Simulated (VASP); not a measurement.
Write the native input for VASP 6.6.1 that does the following.

```yaml
Task: single point
Functional: PBE
Potentials_or_basis: VASP PAW PBE potentials, release 64 (Zr_sv, Te, Se)
Cutoff: 520 eV
k_mesh: 6 × 6 × 2
Occupations: gaussian, width 0.1 eV
Spin: collinear spin, ferromagnetic start
Starting_moments: "[1.0, 1.0, 0.0, 0.0] μB"
Dipole_correction: no
Further_INCAR_settings: ALGO = Normal; EDIFF = 1e-07; NBANDS = 30
```

The structure of Zr2TeSe lies in POSCAR:

```
Zr2TeSe
1.0
    3.6309839409      0.0000000000      0.0000000000
   -1.8154919704      3.1445243335      0.0000000000
    0.0000000000      0.0000000000      7.7013090089
Zr Te Se
2 1 1
Direct
    0.6666666667      0.3333333333      0.2340573489
    0.6666666667      0.3333333333      0.7659426511
    0.0000000000      0.0000000000      0.5000000000
    0.3333333333      0.6666666667      0.0000000000
```

These files were run (other wordings do the same):

INCAR

```
SYSTEM = Zr2TeSe
PREC     = Accurate       ! precision mode
ENCUT    = 520            ! plane-wave cutoff, eV
EDIFF    = 1E-7           ! SCF threshold, eV
ISMEAR   = 0              ! smearing method
SIGMA    = 0.1            ! smearing width, eV
LREAL    = .False.        ! projectors in reciprocal space
LASPH    = .True.         ! aspherical terms in the spheres
NELM     = 150            ! most SCF steps
ALGO     = Normal         ! electronic algorithm
ISIF     = 2              ! what is computed and relaxed
LWAVE    = .False.        ! write WAVECAR
LCHARG   = .False.        ! write CHGCAR
ISPIN    = 2              ! spin polarisation
MAGMOM   = 1 1 0 0        ! initial moments
LORBIT   = 11             ! projections on sites
LMAXMIX  = 4              ! l up to which the mixer works
GGA      = PE             ! functional
NBANDS   = 30             ! bands
```

KPOINTS

```
regular mesh
0
Gamma
  6 6 2
  0 0 0
```

Potentials or basis: VASP PAW PBE potentials, release 64 (Zr_sv, Te, Se).

Command:

```sh
$ cat potpaw_PBE.64/Zr_sv/POTCAR potpaw_PBE.64/Te/POTCAR potpaw_PBE.64/Se/POTCAR > POTCAR
$ mpirun -np 1 vasp_std > vasp.out
```

Results of the run:

```
Pressure                                              : 0.3 GPa
Largest force                                         : 0.005 eV/Å
Band gap on the k mesh                                : zero (filled and empty bands overlap)
Net moment                                            : 0.00 μB per cell
Valence electrons inside the program's atomic spheres : Zr 9.79; Te 3.51; Se 3.94
```

Caveat: the k points lie up to 0.41 Å⁻¹ apart; spin-orbit coupling is left out, which moves the levels of the heavy elements.

Wall time 53 s on 1 thread of Intel(R) Xeon(R) 6975P-C (Granite Rapids), with other jobs on the host, peak memory 0.27 GiB.
